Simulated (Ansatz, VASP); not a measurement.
## CdHg5Te6: VASP beside Ansatz

```
Cd Hg Te
1.0
     4.33418    0.00000    0.00000
     0.00000    4.33418    0.00000
     0.00000    0.00000   18.46485
Cd Hg Te
1 5 6
Direct
  0.50000 0.50000 0.50000
  0.00000 0.00000 0.00000
  0.50000 0.50000 0.16630
  0.00000 0.00000 0.33409
  0.00000 0.00000 0.66591
  0.50000 0.50000 0.83370
  0.00000 0.00000 0.16920
  0.50000 0.50000 0.33757
  0.00000 0.00000 0.50000
  0.50000 0.50000 0.66243
  0.00000 0.00000 0.83080
  0.50000 0.50000 0.00000
```

Alike in both runs: functional PBE; k mesh 10 × 10 × 2; occupations gaussian, width 0.1 eV; no spin polarisation.

Ansatz relaxed the structure, and its values are those at the end. VASP's run is a single point on that final structure, the one shown.

|  | VASP | Ansatz |
| --- | --- | --- |
| version | VASP 6.6.1 | Ansatz 0.2.0 |
| potentials or method | VASP PAW PBE potentials, release 64 (Cd, Hg, Te), cutoff 520 eV | scalar-relativistic, plane waves, PAW |
| valence electrons in the cell | 108 | 216 |

Ansatz gave:

| Property | Result |
| --- | --- |
| gap on the k mesh at the Fermi level (eV) | none |
| pressure (GPa) | 0.0 |

Q: Estimate VASP's values.

A: gap on the k mesh at the Fermi level (eV): none; pressure (GPa): 0.1.

A gap of «none» marks a metal or a gap that the smearing closes. VASP's potentials hold 108 valence electrons a cell and Ansatz's 216, so a difference there can come from the potentials and not from the codes.

Spin-orbit coupling is off throughout.
